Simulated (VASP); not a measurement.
# SiC (R3m) in VASP: further runs

Runs on SiC. Level: PBE. Tasks: single point.

Everything below comes from runs of VASP 6.6.1. Logs are shortened: lines on timing, memory, paths and dates and some standing lists are left out, and cuts for length are marked.

## Step 1: The cell of the first run

Symmetry: R3m, No. 160, trigonal system. Conventional cell: a = 3.075 Å, b = 3.075 Å, c = 7.531 Å, α = 90.00°, β = 90.00°, γ = 120.00°. Within 2.4 Å of Si (site symmetry 3m) lie 4 C at 1.84 to 2.01 Å. C (site symmetry 3m) has 4 Si at 1.84 to 2.01 Å within 2.4 Å.

## Step 2: Single point, PBE (mode 4 (793.9 1/cm) frozen in, largest displacement -0.090 Å)

Contents of INCAR:

```
SYSTEM = SiC
ALGO = Normal ; EDIFF = 1E-7
ENCUT = 520 ; GGA = PE
ISIF = 2 ; ISMEAR = 0
LASPH = .TRUE. ; LCHARG = .FALSE.
LREAL = .FALSE. ; LWAVE = .FALSE.
NBANDS = 11 ; NELM = 100
PREC = Accurate ; SIGMA = 0.05
```

Contents of KPOINTS:

```
k-points
0
G
  12 12 12
  0 0 0
```

Contents of POSCAR:

```
SiC
1.0
    0.0000000000      2.1740000000      2.1740000000
    2.1740000000      0.0000000000      2.1740000000
    2.1740000000      2.1740000000      0.0000000000
Si C
1 1
Direct
    0.0051108965      0.0051108965      0.0051108965
    0.7380493275      0.7380493275      0.7380493275
```

Potentials or basis: VASP PAW PBE potentials, release 64 (Si, C).

The run is started by

```bash
> cat potpaw_PBE.64/Si/POTCAR potpaw_PBE.64/C/POTCAR > POTCAR
> mpirun -np 1 vasp_std > vasp.out
```

OUTCAR:

```text
SYSTEM = SiC
   EDIFF = 1E-7
   ENCUT = 520
   GGA = PE
   ISIF = 2
   ISMEAR = 0
   LASPH = .TRUE.
   LREAL = .FALSE.
   NELM = 100
   PREC = Accurate

 ion  position               nearest neighbor table
   1  0.005  0.005  0.005-   2 1.84   2 1.84   2 1.84   2 2.01
   2  0.738  0.738  0.738-   1 1.84   1 1.84   1 1.84   1 2.01

  LATTYP: Found a face centered cubic cell.
 ALAT       =     4.3480000000

  Lattice vectors:

 A1 = (   0.0000000000,   2.1740000000,   2.1740000000)
 A2 = (   2.1740000000,   0.0000000000,   2.1740000000)
 A3 = (   2.1740000000,   2.1740000000,   0.0000000000)

Analysis of symmetry for initial positions (statically):
=====================================================================
 Subroutine PRICEL returns:
 Original cell was already a primitive cell.

 Routine SETGRP: Setting up the symmetry group for a
 face centered cubic supercell.

 Subroutine GETGRP returns: Found  6 space group operations
 (whereof  6 operations were pure point group operations)
 out of a pool of 48 trial point group operations.

The static configuration has the point symmetry C_3v.

Analysis of symmetry for dynamics (positions and initial velocities):
=====================================================================
 Subroutine PRICEL returns:
 Original cell was already a primitive cell.

 Routine SETGRP: Setting up the symmetry group for a
 face centered cubic supercell.

 Subroutine GETGRP returns: Found  6 space group operations
 (whereof  6 operations were pure point group operations)
 out of a pool of 48 trial point group operations.

The dynamic configuration has the point symmetry C_3v.

 Subroutine INISYM returns: Found  6 space group operations
 (whereof  6 operations are pure point group operations),
 and found     1 'primitive' translations

----------------------------------------------------------------------------------------

                                     Primitive cell

  volume of cell :      20.5498

  direct lattice vectors                    reciprocal lattice vectors
     0.000000000  2.174000000  2.174000000    -0.229990800  0.229990800  0.229990800
     2.174000000  0.000000000  2.174000000     0.229990800 -0.229990800  0.229990800
     2.174000000  2.174000000  0.000000000     0.229990800  0.229990800 -0.229990800

  length of vectors
     3.074500285  3.074500285  3.074500285     0.398355752  0.398355752  0.398355752

  position of ions in fractional coordinates (direct lattice)
     0.005110896  0.005110896  0.005110896
     0.738049328  0.738049328  0.738049328

  ion indices of the primitive-cell ions
   primitive index   ion index
                 1           1
                 2           2

----------------------------------------------------------------------------------------

 KPOINTS: k-points

Automatic generation of k-mesh.
 Grid dimensions read from file:
 generate k-points for:   12   12   12

 Generating k-lattice:

  Cartesian coordinates                     Fractional coordinates (reciprocal lattice)
    -0.019165900  0.019165900  0.019165900     0.083333333  0.000000000  0.000000000
     0.019165900 -0.019165900  0.019165900     0.000000000  0.083333333  0.000000000
     0.019165900  0.019165900 -0.019165900     0.000000000  0.000000000  0.083333333

  Length of vectors
     0.033196313  0.033196313  0.033196313

  Shift w.r.t. Gamma in fractional coordinates (k-lattice)
     0.000000000  0.000000000  0.000000000

 Subroutine IBZKPT returns following result:
 ===========================================

 Found    189 irreducible k-points:

 Following reciprocal coordinates:
            Coordinates               Weight
  0.000000  0.000000  0.000000      1.000000
  0.083333  0.000000  0.000000      6.000000
  0.083333  0.083333  0.083333      2.000000
  0.166667  0.000000  0.000000      6.000000
  0.166667  0.166667  0.166667      2.000000
  0.250000  0.000000  0.000000      6.000000
[... 16 lines left out ...]
  0.333333  0.250000  0.333333      6.000000
  0.416667  0.083333  0.000000     12.000000
 [... further k-points ...]
   k-points           NKPTS =    189   k-points in BZ     NKDIM =    189   number of bands    NBANDS=     11
   number of dos      NEDOS =    301   number of ions     NIONS =      2
   total plane-waves  NPLWV =  13824
   dimension x,y,z NGX =    24 NGY =   24 NGZ =   24
   dimension x,y,z NGXF=    48 NGYF=   48 NGZF=   48
   ions per type =               1   1
   NGX,Y,Z   is equivalent  to a cutoff of  12.98, 12.98, 12.98 a.u.
   NGXF,Y,Z  is equivalent  to a cutoff of  25.95, 25.95, 25.95 a.u.
 SYSTEM =  SiC
   PREC   = accura    normal or accurate (medium, high low for compatibility)
   ISTART =      0    job   : 0-new  1-cont  2-samecut
   ICHARG =      2    charge: 1-file 2-atom 10-const
   ISPIN  =      1    spin polarized calculation?
   LNONCOLLINEAR =      F non collinear calculations
   LSORBIT =      F    spin-orbit coupling
   LASPH  =      T    aspherical Exc in radial PAW
   ENCUT  =  520.0 eV  38.22 Ry    6.18 a.u.   5.72  5.72  5.72*2*pi/ulx,y,z
   NELM   =    100;   NELMIN=  2; NELMDL= -5     # of ELM steps
   EDIFF  = 0.1E-06   stopping-criterion for ELM
   LREAL  =      F    real-space projection
   EDIFFG = 0.1E-05   stopping-criterion for IOM
   NSW    =      0    number of steps for IOM
   IBRION =     -1    ionic relax: 0-MD 1-quasi-New 2-CG
   NFREE  =      0    steps in history (QN), initial steepest desc. (CG)
   ISIF   =      2    stress and relaxation
   ISYM   =      2    0-nonsym 1-usesym 2-fastsym
   POTIM  = 0.5000    time-step for ionic-motion
   TEBEG  =    0.0;   TEEND  =   0.0 temperature during run
   PSTRESS=    0.0 pullay stress
   NELECT =       8.0000    total number of electrons
   NUPDOWN=      -1.0000    fix difference up-down
   EMIN   =  10.00;   EMAX   =-10.00  energy-range for DOS
   EFERMI =   0.00;   METHOD = LEGACY
   ISMEAR =     0;   SIGMA  =   0.05  broadening in eV -4-tet -1-fermi 0-gaus
   EFERMI_NEDOS =   21; number of points for ismear=-14 and -15
   IALGO  =     38    algorithm
   IMIX   =      4    mixing-type and parameters
     AMIX     =   0.40;   BMIX     =  1.00
     AMIX_MAG =   1.60;   BMIX_MAG =  1.00
  volume/ion in A,a.u.               =      10.27        69.34
  Fermi-wavevector in a.u.,A,eV,Ry     =   1.195369  2.258920 19.441458  1.428907
  Thomas-Fermi vector in A             =   2.331336
   LORBIT       =      0    0 simple, 1 ext, 2 COOP (PROOUT), +10 PAW based schemes
   GGA     = PE    functional components
   LHFCALC =     F    Hartree Fock is set to
   AEXX    =    0.0000 exact exchange contribution
   IVDW    =     0    specifies the selected vdW correction
   LEPSILON=     F    determine dielectric tensor
   LRPA    =     F    only Hartree local field effects (RPA)
 non-spin polarized calculation
 Gauss-broadening in eV      SIGMA  =   0.05
  energy-cutoff  :      520.00
  volume of cell :       20.55
 maximum number of plane-waves:       568
   NGX = 11   NGY = 11   NGZ = 11

 number of electron       8.0000000 magnetization

 Free energy of the ion-electron system (eV)
  ---------------------------------------------------
  ext. energy  EPLUGINS =         0.00000000
  ---------------------------------------------------
  free energy    TOTEN  =       -14.92022099 eV

  energy without entropy =      -14.92022099  energy(sigma->0) =      -14.92022099

 E-fermi :   9.1321     XC(G=0): -11.3873

 val. band max:        8.8330619306   @ k =   0.0000   0.0000   0.0000
 cond. band min:       9.4962250728   @ k =   0.5000   0.5000   0.0000
 fundamental gap:      0.6631631422
 Fermi energy:         9.1320668864

 k-point     1 :       0.0000    0.0000    0.0000
  band No.  band energies     occupation
      1      -7.2828      2.00000
      2       7.8263      2.00000
      3       7.8263      2.00000
      4       8.8331      2.00000
      5      14.4070      0.00000
      6      15.3915      0.00000
      7      15.6706      0.00000
      8      15.6706      0.00000
      9      22.7016      0.00000
     10      22.7016      0.00000
     11      24.5028      0.00000

 k-point     2 :       0.0833    0.0000    0.0000
  band No.  band energies     occupation
      1      -7.1459      2.00000
      2       7.1767      2.00000
      3       7.7306      2.00000
      4       8.6947      2.00000
      5      14.6275      0.00000
      6      15.3874      0.00000
      7      15.8954      0.00000
      8      15.9484      0.00000
      9      21.8940      0.00000
     10      21.9526      0.00000
     11      24.6049      0.00000

 k-point     3 :       0.0833    0.0833    0.0833
  band No.  band energies     occupation
      1      -7.1480      2.00000
      2       7.7458      2.00000
      3       7.7458      2.00000
      4       8.0060      2.00000
      5      14.7604      0.00000
      6      15.5349      0.00000
      7      15.7951      0.00000
      8      15.7951      0.00000
      9      22.1085      0.00000
     10      22.1085      0.00000
     11      24.2407      0.00000

 k-point     4 :       0.1667    0.0000    0.0000
  band No.  band energies     occupation
      1      -6.7390      2.00000
      2       5.6151      2.00000
      3       7.4928      2.00000
      4       8.4195      2.00000
      5      14.4960      0.00000
      6      15.7672      0.00000
      7      16.3959      0.00000
      8      16.6202      0.00000
      9      21.0194      0.00000
     10      21.2087      0.00000
     11      23.9415      0.00000
[... 239 lines left out ...]
 k-point    22 :       0.0833    0.0833   -0.2500
  band No.  band energies     occupation
      1      -5.3884      2.00000
      2       2.5006      2.00000
      3       6.6372      2.00000
      4       7.7424      2.00000
      5      13.9723      0.00000
      6      15.2686      0.00000
      7      17.1600      0.00000
      8      17.8161      0.00000
      9      20.9636      0.00000
     10      22.8989      0.00000
     11      24.3387      0.00000

 k-point    23 :       0.3333    0.2500    0.3333
  band No.  band energies     occupation
      1      -5.4375      2.00000
      2       3.0024      2.00000
      3       6.7308      2.00000
      4       6.9093      2.00000
      5      14.0213      0.00000
      6      15.5500      0.00000
      7      16.3747      0.00000
      8      17.8103      0.00000
      9      21.4172      0.00000
     10      23.8447      0.00000
     11      23.8883      0.00000

 k-point    24 :       0.4167    0.0833    0.0000
  band No.  band energies     occupation
      1      -4.4258      2.00000
      2       0.8402      2.00000
      3       6.4896      2.00000
      4       7.3659      2.00000
      5      13.8285      0.00000
      6      15.3226      0.00000
      7      16.2613      0.00000
      8      18.4620      0.00000
      9      22.0465      0.00000
     10      24.4924      0.00000
     11      25.1710      0.00000

 [... further k-points ...]
[... 5 lines left out ...]
  --------------------------------------------------------------------------------------
  -------------------------------------------------------------------------------------
  Total        0.8184459      0.8184459      0.8184459     -0.4559228     -0.4559228     -0.4559228
  in kB       63.8104721     63.8104721     63.8104721    -35.5462074    -35.5462074    -35.5462074
  external PRESSURE =      63.8104721 kB  Pullay stress =       0.0000000 kB

 VOLUME and BASIS-vectors are now :
 -----------------------------------------------------------------------------
  energy-cutoff  :      520.00
  volume of cell :       20.55
      direct lattice vectors                 reciprocal lattice vectors
     0.000000000  2.174000000  2.174000000    -0.229990800  0.229990800  0.229990800
     2.174000000  0.000000000  2.174000000     0.229990800 -0.229990800  0.229990800
     2.174000000  2.174000000  0.000000000     0.229990800  0.229990800 -0.229990800

 POSITION                                       TOTAL-FORCE (eV/Angst)
 -----------------------------------------------------------------------------------
      0.02222      0.02222      0.02222        -1.091125     -1.091125     -1.091125
      3.20904      3.20904      3.20904         1.091125      1.091125      1.091125
 -----------------------------------------------------------------------------------
    total drift:                                0.000030      0.000030      0.000030

  FREE ENERGIE OF THE ION-ELECTRON SYSTEM (eV)
  ---------------------------------------------------
  free  energy   TOTEN  =       -14.9202209850 eV

  energy  without entropy=      -14.9202209850  energy(sigma->0) =      -14.92022099
```

Run time: 13 s. Hardware: 1 thread of Intel Xeon 6975P-C (Granite Rapids), shared host; peak memory 0.16 GiB.

Results:

| Item | Value |
| --- | --- |
| Free energy | -14.9202 eV |
| Pressure | 6.4 GPa |
| Largest force | 1.890 eV/Å |
| Band gap on the k mesh | 0.66 eV, indirect (least direct gap 4.29 eV) |

Forces on the atoms (eV/Å):
```
Si  -1.091 -1.091 -1.091
C    1.091  1.091  1.091
```

Caveat: the cell differs from its parent crystal (mode 4 (793.9 1/cm) frozen in, largest displacement -0.090 Å); forces of over 1 eV/Å act on the atoms, so gaps and moduli don't describe the material at rest.

## Step 3: Single point, PBE (mode 4 (793.9 1/cm) frozen in, largest displacement +0.060 Å)

Contents of INCAR:

```
SYSTEM = SiC
ALGO = Normal
EDIFF = 1E-6
ENCUT = 520
GGA = PE
ISIF = 2
ISMEAR = 0
LASPH = .TRUE.
LCHARG = .FALSE.
LREAL = .FALSE.
LWAVE = .FALSE.
NBANDS = 11
NELM = 80
PREC = Accurate
SIGMA = 0.05
```

KPOINTS is that of step 2.

Contents of POSCAR:

```
SiC
1.0
    0.0000000000      2.1740000000      2.1740000000
    2.1740000000      0.0000000000      2.1740000000
    2.1740000000      2.1740000000      0.0000000000
Si C
1 1
Direct
   -0.0034072643     -0.0034072643     -0.0034072643
    0.7579671150      0.7579671150      0.7579671150
```

Potentials or basis: VASP PAW PBE potentials, release 64 (Si, C).

The run is started by

```bash
> cat potpaw_PBE.64/Si/POTCAR potpaw_PBE.64/C/POTCAR > POTCAR
> mpirun -np 1 vasp_std > vasp.out
```

Run time: 11 s. Hardware: 1 thread of Intel Xeon 6975P-C (Granite Rapids), shared host; peak memory 0.16 GiB.

It converged, with:

```
Free energy            : -14.9738 eV
Pressure               : 5.8 GPa
Largest force          : 1.989 eV/Å
Band gap on the k mesh : 1.10 eV, indirect (least direct gap 4.41 eV)
```

Forces in eV/Å, atoms in the order of the input:
```
Si   1.148  1.148  1.148
C   -1.148 -1.148 -1.148
```

Stress tensor (GPa, compression positive):
```
5.79 4.19 4.19
4.19 5.79 4.19
4.19 4.19 5.79
```

Levels at points of the mesh, in eV from the valence-band top:
```tsv
k point	band 1	band 2	band 3	band 4	band 5	band 6	band 7	band 8	band 9
(0.00, 0.00, 0.00)	-15.69	-0.71	0.00	0.00	6.06	7.03	7.03	7.37	14.30
(0.50, 0.00, 0.00)	-12.14	-8.70	-1.63	-1.02	5.23	6.61	7.36	9.86	16.01
(0.50, 0.50, 0.50)	-11.97	-9.10	-1.14	-1.14	5.26	7.17	7.17	9.82	15.86
(0.50, 0.50, 0.00)	-10.65	-8.05	-3.53	-3.31	1.10	4.10	13.87	13.91	14.60
```

Caveat: the cell differs from its parent crystal (mode 4 (793.9 1/cm) frozen in, largest displacement +0.060 Å); forces of over 1 eV/Å act on the atoms, so gaps and moduli don't describe the material at rest.

(Part 1 of 2 ends here.)
